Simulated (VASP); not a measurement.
# Se (Im-3m) in VASP: notebook

Runs on Se. Level: LDA. Tasks: single point, relaxation of cell and atoms.

Program: VASP 6.6.1. These are calculated values, not measurements. Logs are shortened: lines on timing, memory, paths and dates and some standing lists are left out, and cuts for length are marked.

### 1 The cell of the first run

It takes space group Im-3m (No. 229, cubic). The conventional cell has a = 3.362 Å, b = 3.362 Å, c = 3.362 Å, α = 90.00°, β = 90.00°, γ = 90.00°. Se (site symmetry m-3m) has 14 Se at 2.91 to 3.36 Å within 3.8 Å.

This isn't the form of Se at room conditions, which is trigonal, of chains.

### 2 Single point, LDA (19.00 Å³/atom)

File INCAR:

```
SYSTEM = Se
PREC = Accurate
ENCUT = 520
EDIFF = 1E-6
ISMEAR = -1
SIGMA = 0.08
LREAL = .False.
LASPH = .True.
NELM = 100
ALGO = Normal
ISIF = 2
LWAVE = .False.
LCHARG = .True.
GGA = CA
LELF = .True.
LVHAR = .True.
NBANDS = 9
```

File KPOINTS:

```
regular mesh
0
Gamma
  15 15 15
  0 0 0
```

File POSCAR:

```
Se
1.0
   -1.6810373378      1.6810373378      1.6810373378
    1.6810373378     -1.6810373378      1.6810373378
    1.6810373378      1.6810373378     -1.6810373378
Se
1
Direct
    0.0000000000      0.0000000000      0.0000000000
```

Potentials or basis: VASP PAW LDA potentials, release 64 (Se).

On the command line:

```console
cat potpaw_LDA.64/Se/POTCAR > POTCAR
mpirun -np 1 vasp_std > vasp.out
```

OUTCAR:

```text
SYSTEM = Se
   PREC = Accurate
   ENCUT = 520
   EDIFF = 1E-6
   ISMEAR = -1
   LREAL = .False.
   LASPH = .True.
   NELM = 100
   ISIF = 2
   GGA = CA

 ion  position               nearest neighbor table
   1  0.000  0.000  0.000-

  LATTYP: Found a body centered cubic cell.
 ALAT       =     3.3620746756

  Lattice vectors:

 A1 = (  -1.6810373378,   1.6810373378,   1.6810373378)
 A2 = (   1.6810373378,  -1.6810373378,   1.6810373378)
 A3 = (   1.6810373378,   1.6810373378,  -1.6810373378)

Analysis of symmetry for initial positions (statically):
=====================================================================
 Subroutine PRICEL returns:
 Original cell was already a primitive cell.

 Routine SETGRP: Setting up the symmetry group for a
 body centered cubic supercell.

 Subroutine GETGRP returns: Found 48 space group operations
 (whereof 48 operations were pure point group operations)
 out of a pool of 48 trial point group operations.

The static configuration has the point symmetry O_h .

Analysis of symmetry for dynamics (positions and initial velocities):
=====================================================================
 Subroutine PRICEL returns:
 Original cell was already a primitive cell.

 Routine SETGRP: Setting up the symmetry group for a
 body centered cubic supercell.

 Subroutine GETGRP returns: Found 48 space group operations
 (whereof 48 operations were pure point group operations)
 out of a pool of 48 trial point group operations.

The dynamic configuration has the point symmetry O_h .

 Subroutine INISYM returns: Found 48 space group operations
 (whereof 48 operations are pure point group operations),
 and found     1 'primitive' translations

----------------------------------------------------------------------------------------

                                     Primitive cell

  volume of cell :      19.0017

  direct lattice vectors                    reciprocal lattice vectors
    -1.681037338  1.681037338  1.681037338     0.000000000  0.297435392  0.297435392
     1.681037338 -1.681037338  1.681037338     0.297435392  0.000000000  0.297435392
     1.681037338  1.681037338 -1.681037338     0.297435392  0.297435392  0.000000000

  length of vectors
     2.911642078  2.911642078  2.911642078     0.420637166  0.420637166  0.420637166

  position of ions in fractional coordinates (direct lattice)
[... 79 lines left out ...]
   EDIFFG = 0.1E-04   stopping-criterion for IOM
   NSW    =      0    number of steps for IOM
   IBRION =     -1    ionic relax: 0-MD 1-quasi-New 2-CG
   NFREE  =      0    steps in history (QN), initial steepest desc. (CG)
   ISIF   =      2    stress and relaxation
   ISYM   =      2    0-nonsym 1-usesym 2-fastsym
   POTIM  = 0.5000    time-step for ionic-motion
   TEBEG  =    0.0;   TEEND  =   0.0 temperature during run
   PSTRESS=    0.0 pullay stress
   NELECT =       6.0000    total number of electrons
   NUPDOWN=      -1.0000    fix difference up-down
   EMIN   =  10.00;   EMAX   =-10.00  energy-range for DOS
   EFERMI =   0.00;   METHOD = LEGACY
   ISMEAR =    -1;   SIGMA  =   0.08  broadening in eV -4-tet -1-fermi 0-gaus
   EFERMI_NEDOS =   21; number of points for ismear=-14 and -15
   IALGO  =     38    algorithm
   IMIX   =      4    mixing-type and parameters
     AMIX     =   0.40;   BMIX     =  1.00
     AMIX_MAG =   1.60;   BMIX_MAG =  1.00
  volume/ion in A,a.u.               =      19.00       128.23
  Fermi-wavevector in a.u.,A,eV,Ry     =   1.114794  2.106655 16.908848  1.242765
  Thomas-Fermi vector in A             =   2.251392
   LORBIT       =      0    0 simple, 1 ext, 2 COOP (PROOUT), +10 PAW based schemes
   GGA     = CA    functional components
   LHFCALC =     F    Hartree Fock is set to
   AEXX    =    0.0000 exact exchange contribution
   IVDW    =     0    specifies the selected vdW correction
   LEPSILON=     F    determine dielectric tensor
   LRPA    =     F    only Hartree local field effects (RPA)
 non-spin polarized calculation
  energy-cutoff  :      520.00
  volume of cell :       19.00
 maximum number of plane-waves:       533
 NGX is ok and might be reduce to    24
   NGX = 11   NGY = 11   NGZ = 11

 number of electron       6.0000000 magnetization

 Free energy of the ion-electron system (eV)
  ---------------------------------------------------
  ext. energy  EPLUGINS =         0.00000000
  ---------------------------------------------------
  free energy    TOTEN  =        -3.71784948 eV

  energy without entropy =       -3.69848269  energy(sigma->0) =       -3.70816608

 E-fermi :   6.4244     XC(G=0): -11.0740

 val. band max:        6.4083402874   @ k =   0.3333   0.2000   0.0667
 cond. band min:       6.4389501890   @ k =  -0.3333   0.4667   0.2000
 fundamental gap:      0.0306099015
 Fermi energy:         6.4243984261

 k-point     1 :       0.0000    0.0000    0.0000
  band No.  band energies     occupation
      1     -10.2924      2.00000
      2       9.7390      0.00000
      3       9.7390      0.00000
      4       9.7390      0.00000
      5      18.4076      0.00000
      6      19.0495      0.00000
      7      19.0495      0.00000
      8      19.0495      0.00000
      9      22.1000      0.00000
[... 265 lines left out ...]
 k-point    24 :       0.4000    0.2000    0.0000
  band No.  band energies     occupation
      1      -6.0647      2.00000
      2      -0.0111      2.00000
      3       3.6097      2.00000
      4       7.6709      0.00000
      5      15.1525      0.00000
      6      18.0593      0.00000
      7      21.7621      0.00000
      8      22.5395      0.00000
      9      28.3657      0.00000

 [... further k-points ...]

------------------------ aborting loop because EDIFF is reached ----------------------------------------

  FORCE on cell =-STRESS in cart. coord.  units (eV):
  Direction    XX          YY          ZZ          XY          YZ          ZX
  --------------------------------------------------------------------------------------
  -------------------------------------------------------------------------------------
  Total        0.0142676      0.0142676      0.0142676      0.0000000     -0.0000000     -0.0000000
  in kB        1.2030110      1.2030110      1.2030110      0.0000000     -0.0000000     -0.0000000
  external PRESSURE =       1.2030110 kB  Pullay stress =       0.0000000 kB

 VOLUME and BASIS-vectors are now :
 -----------------------------------------------------------------------------
  energy-cutoff  :      520.00
  volume of cell :       19.00
      direct lattice vectors                 reciprocal lattice vectors
    -1.681037338  1.681037338  1.681037338     0.000000000  0.297435392  0.297435392
     1.681037338 -1.681037338  1.681037338     0.297435392  0.000000000  0.297435392
     1.681037338  1.681037338 -1.681037338     0.297435392  0.297435392  0.000000000

 POSITION                                       TOTAL-FORCE (eV/Angst)
 -----------------------------------------------------------------------------------
      0.00000      0.00000      0.00000         0.000000     -0.000000      0.000000
 -----------------------------------------------------------------------------------
    total drift:                                0.000000     -0.000000      0.000000

  FREE ENERGIE OF THE ION-ELECTRON SYSTEM (eV)
  ---------------------------------------------------
  free  energy   TOTEN  =        -3.7178494778 eV

  energy  without entropy=       -3.6984826873  energy(sigma->0) =       -3.70816608
```

OSZICAR:

```text
N       E                     dE             d eps       ncg     rms          rms(c)
DAV:   1     0.810264621318E+01    0.81026E+01   -0.29654E+03  2160   0.577E+02
DAV:   2    -0.346540348421E+01   -0.11568E+02   -0.11263E+02  3067   0.762E+01
DAV:   3    -0.372049282575E+01   -0.25509E+00   -0.25147E+00  2532   0.101E+01
DAV:   4    -0.372094262207E+01   -0.44980E-03   -0.44973E-03  2925   0.485E-01
DAV:   5    -0.372094292125E+01   -0.29918E-06   -0.29875E-06  2565   0.110E-02    0.377E+00
DAV:   6    -0.371861520841E+01    0.23277E-02   -0.22701E-03  2442   0.232E-01    0.223E+00
DAV:   7    -0.371788072126E+01    0.73449E-03   -0.34560E-03  2433   0.290E-01    0.655E-02
DAV:   8    -0.371784919658E+01    0.31525E-04   -0.12261E-04  2308   0.598E-02    0.807E-03
DAV:   9    -0.371784947781E+01   -0.28123E-06   -0.11941E-06  2703   0.877E-03
   1 F= -.37178495E+01 E0= -.37081661E+01  d E =-.193668E-01
```

Wall time 7.2 s (1 thread of Intel Xeon Platinum 8488C (Sapphire Rapids), shared host); peak memory 0.13 GiB.

What came out:

| Item | Value |
| --- | --- |
| Free energy | -3.7178 eV |
| Pressure | 0.1 GPa |
| Band gap on the k mesh | zero (bands 3 and 4 overlap by 6.72 eV) |

### 3 Relaxation of cell and atoms, LDA

This run uses another cell than the first one, of 21.00 Å³/atom.

File INCAR:

```
SYSTEM = Se
PREC = Accurate
ENCUT = 600
EDIFF = 1E-6
ISMEAR = -1
SIGMA = 0.08
LREAL = .False.
LASPH = .True.
NELM = 80
ALGO = Normal
ISIF = 3
LWAVE = .False.
LCHARG = .False.
GGA = CA
IBRION = 2
NSW = 60
EDIFFG = -0.005
```

File KPOINTS:

```
Automatic mesh
0
Gamma
  15 15 15
  0 0 0
```

File POSCAR:

```
Se
1.0
   -1.7380133224      1.7380133224      1.7380133224
    1.7380133224     -1.7380133224      1.7380133224
    1.7380133224      1.7380133224     -1.7380133224
Se
1
Direct
    0.0000000000      0.0000000000      0.0000000000
```

Potentials or basis: VASP PAW LDA potentials, release 64 (Se).

On the command line:

```console
cat potpaw_LDA.64/Se/POTCAR > POTCAR
mpirun -np 1 vasp_std > vasp.out
```

Wall time 14 s (1 thread of Intel Xeon Platinum 8488C (Sapphire Rapids), shared host); peak memory 0.14 GiB.

It converged, with:

```
Free energy                           : -3.7180 eV
Relaxed volume                        : 19.03 Å³/atom
Relaxed cell                          : a = 2.913 Å, b = 2.913 Å, c = 2.913 Å, α = 109.47°, β = 109.47°, γ = 109.47°
Space group after relaxing (to 0.1 Å) : Im-3m (No. 229)
Energy gained by relaxing             : 47.3 meV/atom
Ionic steps                           : 3
Pressure after relaxing               : 0.0 GPa
Band gap on the k mesh                : zero (bands 3 and 4 overlap by 6.70 eV)
```

The path:
| step | energy change (eV) | largest force (eV/Å) | pressure (GPa) | volume (Å³) |
| --- | --- | --- | --- | --- |
| 1 | 0.0000 | 0.0000 | -7.05 | 21.00 |
| 2 | -0.0394 | 0.0000 | 3.70 | 18.31 |
| 3 | -0.0473 | 0.0000 | 0.00 | 19.03 |

Final structure:
```cif
data_structure
_symmetry_space_group_name_H-M 'P 1'
_symmetry_Int_Tables_number 1
_cell_length_a 2.9130
_cell_length_b 2.9130
_cell_length_c 2.9130
_cell_angle_alpha 109.471
_cell_angle_beta 109.471
_cell_angle_gamma 109.471
_cell_volume 19.03
loop_
_atom_site_label
_atom_site_type_symbol
_atom_site_fract_x
_atom_site_fract_y
_atom_site_fract_z
_atom_site_occupancy
Se1 Se 0.00000 0.00000 0.00000 1
```

Levels at points of the mesh, in eV from the Fermi level:
| k point | band 1 | band 2 | band 3 | band 4 | band 5 | band 6 | band 7 |
| --- | --- | --- | --- | --- | --- | --- | --- |
| (0.00, 0.00, 0.00) | -16.70 | 3.31 | 3.31 | 3.31 | 11.96 | 12.62 | 12.62 |

### 4 Single point, LDA (7.60 Å³/atom)

This run uses another cell than the first one, of 7.60 Å³/atom.

File INCAR:

```
SYSTEM = Se
PREC     = Accurate       ! precision mode
ENCUT    = 520            ! plane-wave cutoff, eV
EDIFF    = 1E-6           ! SCF threshold, eV
ISMEAR   = -1             ! smearing method
SIGMA    = 0.08           ! smearing width, eV
LREAL    = .False.        ! projectors in reciprocal space
LASPH    = .True.         ! aspherical terms in the spheres
NELM     = 100            ! most SCF steps
ALGO     = Normal         ! electronic algorithm
ISIF     = 2              ! what is computed and relaxed
LWAVE    = .False.        ! write WAVECAR
LCHARG   = .False.        ! write CHGCAR
NBANDS   = 9              ! bands
```

KPOINTS is that of step 3.

File POSCAR:

```
Se
1.0
   -1.2385989006      1.2385989006      1.2385989006
    1.2385989006     -1.2385989006      1.2385989006
    1.2385989006      1.2385989006     -1.2385989006
Se
1
Direct
    0.0000000000      0.0000000000      0.0000000000
```

On the command line:

```console
cat potpaw_LDA.64/Se/POTCAR > POTCAR
mpirun -np 1 vasp_std > vasp.out
```

It took 2.1 s on 1 thread of Intel Xeon 6975P-C (Granite Rapids), shared host; peak memory 0.11 GiB.

The run converged. Its results:

| Quantity | Value |
| --- | --- |
| Free energy | 5.7878 eV |
| Pressure | 599.3 GPa |
| Band gap on the k mesh | zero (bands 3 and 4 overlap by 22.96 eV) |

Levels at points of the mesh, in eV from the Fermi level:
```
           k point  band 1  band 2  band 3  band 4  band 5  band 6  band 7
(0.00, 0.00, 0.00)  -31.53   12.82   12.82   12.82   15.84   15.84   15.84
```

Caveat: the cell stands under pressure.

### 5 Single point, LDA (7.60 Å³/atom)

This run uses another cell than the first one, of 7.60 Å³/atom.

File INCAR:

```
  PREC = Accurate
  ENCUT = 520
  EDIFF = 1E-6
  ISMEAR = -1
  SIGMA = 0.08
  LREAL = F
  LASPH = T
  NELM = 80
  ALGO = Normal
  ISIF = 2
  LWAVE = F
  LCHARG = F
  NBANDS = 9
```

File KPOINTS:

```
regular mesh
0
Gamma
  15 15 15
```

POSCAR is that of step 4.

On the command line:

```console
cat potpaw_LDA.64/Se/POTCAR > POTCAR
mpirun -np 1 vasp_std > vasp.out
```

It took 2.1 s on 1 thread of Intel Xeon 6975P-C (Granite Rapids), shared host; peak memory 0.11 GiB.

The run converged. Its results:

```
Free energy            : 5.7878 eV
Pressure               : 599.3 GPa
Band gap on the k mesh : zero (bands 3 and 4 overlap by 22.96 eV)
```

Levels at points of the mesh, in eV from the Fermi level:
```tsv
k point	band 1	band 2	band 3	band 4	band 5	band 6
(0.00, 0.00, 0.00)	-31.53	12.82	12.82	12.82	15.84	15.84
```

Caveat: the cell stands under pressure.

### 6 Single point, LDA (7.60 Å³/atom)

This run uses another cell than the first one, of 7.60 Å³/atom.

File INCAR:

```
  PREC = Accurate
  ENCUT = 520
  EDIFF = 1E-7
  ISMEAR = -1
  SIGMA = 0.08
  LREAL = F
  LASPH = T
  NELM = 100
  ALGO = Normal
  ISIF = 2
  LWAVE = F
  LCHARG = T
  GGA = CA
  LELF = T
  LVHAR = T
  NBANDS = 9
```

File KPOINTS:

```
Automatic mesh
0
Gamma
  15 15 15
```

POSCAR is that of step 5.

Potentials or basis: VASP PAW LDA potentials, release 64 (Se).

On the command line:

```console
cat potpaw_LDA.64/Se/POTCAR > POTCAR
mpirun -np 1 vasp_std > vasp.out
```

Wall time 2.2 s (1 thread of Intel Xeon 6975P-C (Granite Rapids), shared host); peak memory 0.11 GiB.

The run converged. Its results:

| Property | Result |
| --- | --- |
| Free energy | 5.7878 eV |
| Pressure | 599.3 GPa |
| Band gap on the k mesh | zero (bands 3 and 4 overlap by 22.96 eV) |

Levels at points of the mesh, in eV from the Fermi level:
```
           k point  band 1  band 2  band 3  band 4  band 5  band 6  band 7
(0.00, 0.00, 0.00)  -31.53   12.82   12.82   12.82   15.83   15.83   15.83
```

Caveat: the cell stands under pressure.

### 7 Overview

```csv
task,cell,cutoff (eV),gap on the mesh (eV),pressure (GPa)
single point,"a = 2.912 Å, angles 109.5°, 1 atom",520,none,0.1
relaxation of cell and atoms,"relaxed from a = 3.010 Å, angles 109.5°, 1 atom",600,none,0.0
single point,"a = 2.145 Å, angles 109.5°, 1 atom",520,none,599.3
```

Alike in all rows: level LDA; potentials or basis VASP PAW LDA potentials, release 64 (Se); no spin polarisation; k mesh 15 × 15 × 15; smearing fermi-dirac 0.08 eV.

Caveats: the cell stands under pressure (at least some runs).

Absolute energies hang on the potentials; compare differences alone.
